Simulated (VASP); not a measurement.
# MoS2 (P-1) in VASP: a series of runs

MoS2 is run at these levels: LDA; tasks: electric field gradients.

All numbers are computed with VASP 6.6.1; they aren't measurements. Logs are shortened: lines on timing, memory, paths and dates and some standing lists are left out, and cuts for length are marked.

### 1 The cell of the first run

The typed cell holds 6 atoms: a = 3.161 Å, b = 3.175 Å, c = 12.295 Å, α = 90.21°, β = 90.57°, γ = 120.43°.

### 2 Electric field gradients, LDA (equal xy, yz and zx shear strains of -1 %)

INCAR reads:

```
ALGO     = Normal         # electronic algorithm
EDIFF    = 1E-8           # SCF threshold, eV
ENCUT    = 520            # plane-wave cutoff, eV
ISIF     = 2              # what is computed and relaxed
ISMEAR   = -1             # smearing method
LASPH    = T              # aspherical terms in the spheres
LCHARG   = F              # write CHGCAR
LEFG     = T            
LREAL    = F              # projectors in reciprocal space
LWAVE    = F              # write WAVECAR
NBANDS   = 35             # bands
NELM     = 80             # most SCF steps
PREC     = Accurate       # precision mode
SIGMA    = 0.03           # smearing width, eV
```

KPOINTS reads:

```
k-points
0
Gamma
  10 10 3
```

POSCAR reads:

```
MoS2
1.0
    3.1610016016     -0.0158050080     -0.0158050080
   -1.5941883392      2.7454101924     -0.0057850344
   -0.0614750000     -0.0614750000     12.2950000000
Mo S
2 4
Direct
    0.3333333333      0.6666666667      0.2500000000
    0.6666666667      0.3333333333      0.7500000000
    0.3333333333      0.6666666667      0.6275000000
    0.6666666667      0.3333333333      0.1275000000
    0.3333333333      0.6666666667      0.8725000000
    0.6666666667      0.3333333333      0.3725000000
```

Potentials or basis: VASP PAW LDA potentials, release 64 (Mo_sv, S).

Command:

```
$ cat potpaw_LDA.64/Mo_sv/POTCAR potpaw_LDA.64/S/POTCAR > POTCAR
$ mpirun -np 1 vasp_std > vasp.out
```

OUTCAR:

```text
EDIFF = 1E-8
   ENCUT = 520
   ISIF = 2
   ISMEAR = -1
   LASPH = T
   LREAL = F
   NELM = 80
   PREC = Accurate

 ion  position               nearest neighbor table
   1  0.333  0.667  0.250-   4 2.34   6 2.35   6 2.37   6 2.38   4 2.38   4 2.38
   2  0.667  0.333  0.750-   5 2.34   3 2.35   3 2.37   3 2.38   5 2.38   5 2.38
   3  0.333  0.667  0.627-   2 2.35   2 2.37   2 2.38
   4  0.667  0.333  0.127-   1 2.34   1 2.38   1 2.38
   5  0.333  0.667  0.873-   2 2.34   2 2.38   2 2.38
   6  0.667  0.333  0.373-   1 2.35   1 2.37   1 2.38

  LATTYP: Found a triclinic cell.
 ALAT       =     3.1473980352
 B/A-ratio  =     1.0043472704
 C/A-ratio  =     3.9064990299
 COS(alpha) =     0.0099745013
 COS(beta)  =     0.0136846555
 COS(gamma) =     0.4934979113

  Lattice vectors:

 A1 = (   1.5668132624,   2.7296051844,  -0.0215900424)
 A2 = (   3.1610016016,  -0.0158050080,  -0.0158050080)
 A3 = (   0.0614750000,   0.0614750000, -12.2950000000)

Analysis of symmetry for initial positions (statically):
=====================================================================
 Subroutine PRICEL returns:
 Original cell was already a primitive cell.

 Routine SETGRP: Setting up the symmetry group for a
 triclinic supercell.

 Subroutine GETGRP returns: Found  2 space group operations
 (whereof  2 operations were pure point group operations)
 out of a pool of  2 trial point group operations.

The static configuration has the point symmetry S_2 .

Analysis of symmetry for dynamics (positions and initial velocities):
=====================================================================
 Subroutine PRICEL returns:
 Original cell was already a primitive cell.

 Routine SETGRP: Setting up the symmetry group for a
 triclinic supercell.

 Subroutine GETGRP returns: Found  2 space group operations
 (whereof  2 operations were pure point group operations)
 out of a pool of  2 trial point group operations.

The dynamic configuration has the point symmetry S_2 .

 Subroutine INISYM returns: Found  2 space group operations
 (whereof  2 operations are pure point group operations),
 and found     1 'primitive' translations

----------------------------------------------------------------------------------------

                                     Primitive cell

  volume of cell :     106.3839

  direct lattice vectors                    reciprocal lattice vectors
     3.161001602 -0.015805008 -0.015805008     0.317289196  0.184246873  0.002507680
    -1.594188339  2.745410192 -0.005785034     0.001835749  0.365314135  0.001835749
    -0.061475000 -0.061475000 12.295000000     0.000408733  0.000408733  0.081337963

  length of vectors
     3.161080626  3.174704246 12.295307371     0.366913658  0.365323360  0.081340017

  position of ions in fractional coordinates (direct lattice)
     0.333333333  0.666666667  0.250000000
     0.666666667  0.333333333  0.750000000
     0.333333333  0.666666667  0.627500000
     0.666666667  0.333333333  0.127500000
     0.333333333  0.666666667  0.872500000
     0.666666667  0.333333333  0.372500000

  ion indices of the primitive-cell ions
   primitive index   ion index
                 1           1
                 2           2
                 3           3
                 4           4
                 5           5
                 6           6

----------------------------------------------------------------------------------------

 KPOINTS: k-points

Automatic generation of k-mesh.
 Grid dimensions read from file:
 generate k-points for:   10   10    3

 Generating k-lattice:

  Cartesian coordinates                     Fractional coordinates (reciprocal lattice)
[... 52 lines left out ...]
   ISTART =      0    job   : 0-new  1-cont  2-samecut
   ICHARG =      2    charge: 1-file 2-atom 10-const
   ISPIN  =      1    spin polarized calculation?
   LNONCOLLINEAR =      F non collinear calculations
   LSORBIT =      F    spin-orbit coupling
   LASPH  =      T    aspherical Exc in radial PAW
   ENCUT  =  520.0 eV  38.22 Ry    6.18 a.u.   5.88  5.90 22.86*2*pi/ulx,y,z
   NELM   =     80;   NELMIN=  2; NELMDL= -5     # of ELM steps
   EDIFF  = 0.1E-07   stopping-criterion for ELM
   LREAL  =      F    real-space projection
   EDIFFG = 0.1E-06   stopping-criterion for IOM
   NSW    =      0    number of steps for IOM
   IBRION =     -1    ionic relax: 0-MD 1-quasi-New 2-CG
   NFREE  =      0    steps in history (QN), initial steepest desc. (CG)
   ISIF   =      2    stress and relaxation
   ISYM   =      2    0-nonsym 1-usesym 2-fastsym
   POTIM  = 0.5000    time-step for ionic-motion
   TEBEG  =    0.0;   TEEND  =   0.0 temperature during run
   PSTRESS=    0.0 pullay stress
   NELECT =      52.0000    total number of electrons
   NUPDOWN=      -1.0000    fix difference up-down
   EMIN   =  10.00;   EMAX   =-10.00  energy-range for DOS
   EFERMI =   0.00;   METHOD = LEGACY
   ISMEAR =    -1;   SIGMA  =   0.03  broadening in eV -4-tet -1-fermi 0-gaus
   EFERMI_NEDOS =   21; number of points for ismear=-14 and -15
   IALGO  =     38    algorithm
   IMIX   =      4    mixing-type and parameters
     AMIX     =   0.40;   BMIX     =  1.00
     AMIX_MAG =   1.60;   BMIX_MAG =  1.00
  volume/ion in A,a.u.               =      17.73       119.65
  Fermi-wavevector in a.u.,A,eV,Ry     =   1.289587  2.436966 22.626959  1.663035
  Thomas-Fermi vector in A             =   2.421471
   LORBIT       =      0    0 simple, 1 ext, 2 COOP (PROOUT), +10 PAW based schemes
   GGA     = CA    functional components
   LHFCALC =     F    Hartree Fock is set to
   AEXX    =    0.0000 exact exchange contribution
   IVDW    =     0    specifies the selected vdW correction
   LEPSILON=     F    determine dielectric tensor
   LRPA    =     F    only Hartree local field effects (RPA)
 non-spin polarized calculation
  energy-cutoff  :      520.00
  volume of cell :      106.38
 maximum number of plane-waves:      2887
   NGX = 11   NGY = 11   NGZ = 45

 number of electron      51.9999998 magnetization

 Free energy of the ion-electron system (eV)
  ---------------------------------------------------
  ext. energy  EPLUGINS =         0.00000000
  ---------------------------------------------------
  free energy    TOTEN  =       -48.85645612 eV

  energy without entropy =      -48.85645610  energy(sigma->0) =      -48.85645611

 E-fermi :   7.9801     XC(G=0): -11.0896

 val. band max:        7.6067808659   @ k =   0.0000   0.0000   0.0000
 cond. band min:       8.4317810698   @ k =   0.3000   0.4000  -0.0000
 fundamental gap:      0.8250002039
 Fermi energy:         7.9800807985

 k-point     1 :       0.0000    0.0000    0.0000
  band No.  band energies     occupation
      1     -53.7078      2.00000
      2     -53.7078      2.00000
      3     -28.0850      2.00000
      4     -28.0849      2.00000
      5     -27.8610      2.00000
      6     -27.8610      2.00000
[... 901 lines left out ...]
     34      11.1988      0.00000
     35      15.3454      0.00000

 [... further k-points ...]

------------------------ aborting loop because EDIFF is reached ----------------------------------------

  FORCE on cell =-STRESS in cart. coord.  units (eV):
  Direction    XX          YY          ZZ          XY          YZ          ZX
  --------------------------------------------------------------------------------------
  -------------------------------------------------------------------------------------
  Total       -0.7058612     -0.7007576      3.8382177      0.5932346      1.0095315      1.0096647
  in kB      -10.6305067    -10.5536443     57.8048498      8.9343118     15.2038833     15.2058894
  external PRESSURE =      12.2068996 kB  Pullay stress =       0.0000000 kB

 VOLUME and BASIS-vectors are now :
 -----------------------------------------------------------------------------
  energy-cutoff  :      520.00
  volume of cell :      106.38
      direct lattice vectors                 reciprocal lattice vectors
     3.161001602 -0.015805008 -0.015805008     0.317289196  0.184246873  0.002507680
    -1.594188339  2.745410192 -0.005785034     0.001835749  0.365314135  0.001835749
    -0.061475000 -0.061475000 12.295000000     0.000408733  0.000408733  0.081337963

 POSITION                                       TOTAL-FORCE (eV/Angst)
 -----------------------------------------------------------------------------------
     -0.02449      1.80964      3.06462         0.091167      0.001663      0.008160
      1.52983      0.85849      9.20878        -0.091167     -0.001663     -0.008160
     -0.04770      1.78643      7.70599        -0.113758     -0.159128     -0.763634
      1.56810      0.89676      1.55515        -0.206145     -0.160795     -0.771971
     -0.06276      1.77137     10.71826         0.206145      0.160795      0.771971
      1.55304      0.88170      4.56742         0.113758      0.159128      0.763634
 -----------------------------------------------------------------------------------
    total drift:                                0.000000     -0.000000     -0.000000

  FREE ENERGIE OF THE ION-ELECTRON SYSTEM (eV)
  ---------------------------------------------------
  free  energy   TOTEN  =       -48.8564561218 eV

  energy  without entropy=      -48.8564560970  energy(sigma->0) =      -48.85645611

 Electric field gradients (V/A^2)
---------------------------------------------------------------------
 ion       V_xx      V_yy      V_zz      V_xy      V_xz      V_yz
---------------------------------------------------------------------
   1      48.354    48.240   -96.594    -5.431    -9.117    -9.117
   2      48.354    48.240   -96.594    -5.431    -9.117    -9.117
   3      32.589    30.307   -62.896     0.889    -1.529    -2.372
   4      30.303    32.642   -62.944    -1.421    -3.228    -2.385
   5      30.303    32.642   -62.944    -1.421    -3.228    -2.385
   6      32.589    30.307   -62.896     0.889    -1.529    -2.372
---------------------------------------------------------------------

 Electric field gradients after diagonalization (V/A^2)
 (convention: |V_zz| > |V_xx| > |V_yy|)
----------------------------------------------------------------------
 ion       V_xx      V_yy      V_zz     asymmetry (V_yy - V_xx)/ V_zz
----------------------------------------------------------------------
   1      53.728    44.048   -97.776       0.099
   2      53.728    44.048   -97.776       0.099
   3      32.947    30.034   -62.980       0.046
   4      33.319    29.799   -63.118       0.056
   5      33.319    29.799   -63.118       0.056
   6      32.947    30.034   -62.980       0.046
----------------------------------------------------------------------

           NMR quadrupolar parameters

 Cq : quadrupolar parameter    Cq=e*Q*V_zz/h
 eta: asymmetry parameters     (V_yy - V_xx)/ V_zz
 Q  : nuclear electric quadrupole moment in mb (millibarn)
----------------------------------------------------------------------
 ion       Cq(MHz)       eta       Q (mb)
----------------------------------------------------------------------
   1      -0.236       0.099       1.000
   2      -0.236       0.099       1.000
   3      -0.152       0.046       1.000
   4      -0.153       0.056       1.000
   5      -0.153       0.056       1.000
   6      -0.152       0.046       1.000
----------------------------------------------------------------------
```

Run time: 4.6 min. Hardware: 1 thread of Intel Xeon 6975P-C (Granite Rapids), shared host; peak memory 0.5 GiB.

What came out:

| Property | Result |
| --- | --- |
| Free energy | -48.8565 eV |
| Pressure | 1.2 GPa |
| Largest force | 0.815 eV/Å |
| Band gap on the k mesh | 0.82 eV (least direct gap 1.84 eV) |
| Largest electric field gradient by atom | Mo -97.8; S -63.0, -63.1 (each value once) V/Å² |

Forces on the atoms (eV/Å):
```
Mo   0.091  0.002  0.008
Mo  -0.091 -0.002 -0.008
S   -0.114 -0.159 -0.764
S   -0.206 -0.161 -0.772
S    0.206  0.161  0.772
S    0.114  0.159  0.764
```

Electric field gradients, principal values (V/Å²):
| atom | least | middle | greatest (by size) |
| --- | --- | --- | --- |
| 1 Mo | 44.048 | 53.728 | -97.776 |
| 2 Mo | 44.048 | 53.728 | -97.776 |
| 3 S | 30.034 | 32.947 | -62.980 |
| 4 S | 29.799 | 33.319 | -63.118 |
| 5 S | 29.799 | 33.319 | -63.118 |
| 6 S | 30.034 | 32.947 | -62.980 |

Caveat: the cell differs from its parent crystal (equal xy, yz and zx shear strains of -1 %); without QUAD_EFG the Cq values of the log hold for a quadrupole moment of 1 mb, not for the nuclei; an odd mesh through Γ misses points on the zone boundary, where band edges can lie.

### 3 Electric field gradients, LDA (equal xy, yz and zx shear strains of +1 %)

INCAR reads:

```
PREC = Accurate ; ENCUT = 520
EDIFF = 1E-8 ; ISMEAR = -1
SIGMA = 0.03 ; LREAL = False
LASPH = True ; NELM = 80
ALGO = Normal ; ISIF = 2
LWAVE = False ; LCHARG = False
GGA = CA ; LEFG = True
NBANDS = 35
```

KPOINTS reads:

```
Automatic mesh
0
Gamma
  10 10 3
```

Changes to POSCAR since step 2:

```diff
@@ -2,5 +2,5 @@
 1.0
-    3.1610016016     -0.0158050080     -0.0158050080
-   -1.5941883392      2.7454101924     -0.0057850344
-   -0.0614750000     -0.0614750000     12.2950000000
+    3.1610016016      0.0158050080      0.0158050080
+   -1.5668132624      2.7296051844      0.0057850344
+    0.0614750000      0.0614750000     12.2950000000
 Mo S
```

Potentials or basis: VASP PAW LDA potentials, release 64 (Mo_sv, S).

Command:

```
$ cat potpaw_LDA.64/Mo_sv/POTCAR potpaw_LDA.64/S/POTCAR > POTCAR
$ mpirun -np 1 vasp_std > vasp.out
```

OUTCAR:

```text
PREC = Accurate
   ENCUT = 520
   EDIFF = 1E-8
   ISMEAR = -1
   LREAL = False
   LASPH = True
   NELM = 80
   ISIF = 2
   GGA = CA

 ion  position               nearest neighbor table
   1  0.333  0.667  0.250-   4 2.35   4 2.36   6 2.36   6 2.36   6 2.38   4 2.39
   2  0.667  0.333  0.750-   5 2.35   5 2.36   3 2.36   3 2.36   3 2.38   5 2.39
   3  0.333  0.667  0.627-   2 2.36   2 2.36   2 2.38
   4  0.667  0.333  0.127-   1 2.35   1 2.36   1 2.39
   5  0.333  0.667  0.873-   2 2.35   2 2.36   2 2.39
   6  0.667  0.333  0.373-   1 2.36   1 2.36   1 2.38

  LATTYP: Found a triclinic cell.
 ALAT       =     5.4751522505
 B/A-ratio  =     0.5748386815
 C/A-ratio  =     2.2456557934
 COS(alpha) =     0.0036852528
[... 1154 lines left out ...]
   4      32.588    30.357   -62.944     1.399     3.123     2.343
   5      32.588    30.357   -62.944     1.399     3.123     2.343
   6      30.304    32.591   -62.895    -0.859     1.575     2.355
---------------------------------------------------------------------

 Electric field gradients after diagonalization (V/A^2)
 (convention: |V_zz| > |V_xx| > |V_yy|)
----------------------------------------------------------------------
 ion       V_xx      V_yy      V_zz     asymmetry (V_yy - V_xx)/ V_zz
----------------------------------------------------------------------
   1      54.799    42.897   -97.697       0.122
   2      54.799    42.897   -97.697       0.122
   3      32.909    30.071   -62.981       0.045
   4      33.414    29.689   -63.103       0.059
   5      33.414    29.689   -63.103       0.059
   6      32.909    30.071   -62.981       0.045
----------------------------------------------------------------------

           NMR quadrupolar parameters

 Cq : quadrupolar parameter    Cq=e*Q*V_zz/h
 eta: asymmetry parameters     (V_yy - V_xx)/ V_zz
 Q  : nuclear electric quadrupole moment in mb (millibarn)
----------------------------------------------------------------------
 ion       Cq(MHz)       eta       Q (mb)
----------------------------------------------------------------------
   1      -0.236       0.122       1.000
   2      -0.236       0.122       1.000
   3      -0.152       0.045       1.000
   4      -0.153       0.059       1.000
   5      -0.153       0.059       1.000
   6      -0.152       0.045       1.000
----------------------------------------------------------------------
```

stdout:

```text
POSCAR found type information on POSCAR MoS
 POSCAR found :  2 types and       6 ions
 scaLAPACK will be used
 LDA part: xc-table for (Slater(with rela. corr.)+CA(PZ))
 , standard interpolation
 POSCAR, INCAR and KPOINTS ok, starting setup
 FFT: planning ... GRIDC
 FFT: planning ... GRID_SOFT
 FFT: planning ... GRID
 WAVECAR not read
 entering main loop
ion   1
     0.0000532    -0.3183187    -0.2100755    -0.7204650    -0.2101737    -0.0033938
     0.0000733    -0.3183187    -0.2100755    -0.7204650    -0.2101737    -0.0033938
     0.0001009    -0.3183187    -0.2100755    -0.7204650    -0.2101737    -0.0033938
     0.0001390    -0.3183187    -0.2100755    -0.7204649    -0.2101737    -0.0033938

     0.0000532    -5.0189602    -8.4917409    77.0033677    -8.4923316    -0.0514512
     0.0000733    -5.0188629    -8.4914738    77.0006117    -8.4920645    -0.0514501
     0.0001009    -5.0187100    -8.4910518    76.9962810    -8.4916426    -0.0514485
     0.0001390    -5.0184712    -8.4903888    76.9895151    -8.4909796    -0.0514458
[... 45 lines left out ...]
ion   6
     0.0000369     0.0749931    -0.1703780     3.6383392    -0.0984679     0.0958851
     0.0000508     0.0749931    -0.1703780     3.6383392    -0.0984679     0.0958851
     0.0000700     0.0749931    -0.1703780     3.6383391    -0.0984679     0.0958851
     0.0000964     0.0749931    -0.1703780     3.6383391    -0.0984679     0.0958851

     0.0000369     0.7753674    -2.1999421    50.7154639    -1.4700274     1.0646741
     0.0000508     0.7753662    -2.1999384    50.7153774    -1.4700248     1.0646723
     0.0000700     0.7753641    -2.1999322    50.7152336    -1.4700206     1.0646694
     0.0000964     0.7753606    -2.1999220    50.7149964    -1.4700137     1.0646646
```

Run time: 8.2 min. Hardware: 1 thread of Intel Xeon Platinum 8488C (Sapphire Rapids), shared host; peak memory 0.51 GiB.

Results:

* Free energy: -48.8567 eV
* Pressure: 1.2 GPa
* Largest force: 0.811 eV/Å
* Band gap on the k mesh: 0.83 eV (least direct gap 1.84 eV)
* Largest electric field gradient by atom: Mo -97.7; S -63.0, -63.1 (each value once) V/Å²

Forces in eV/Å, atoms in the order of the input:
```
Mo  -0.076  0.002  0.008
Mo   0.076 -0.002 -0.008
S    0.118  0.157 -0.764
S    0.194  0.155 -0.772
S   -0.194 -0.155  0.772
S   -0.118 -0.157  0.764
```

Electric field gradients, principal values (V/Å²):
| atom | least | middle | greatest (by size) |
| --- | --- | --- | --- |
| 1 Mo | 42.897 | 54.799 | -97.697 |
| 2 Mo | 42.897 | 54.799 | -97.697 |
| 3 S | 30.071 | 32.909 | -62.981 |
| 4 S | 29.689 | 33.414 | -63.103 |
| 5 S | 29.689 | 33.414 | -63.103 |
| 6 S | 30.071 | 32.909 | -62.981 |

Caveat: the cell differs from its parent crystal (equal xy, yz and zx shear strains of +1 %); without QUAD_EFG the Cq values of the log hold for a quadrupole moment of 1 mb, not for the nuclei; an odd mesh through Γ misses points on the zone boundary, where band edges can lie.
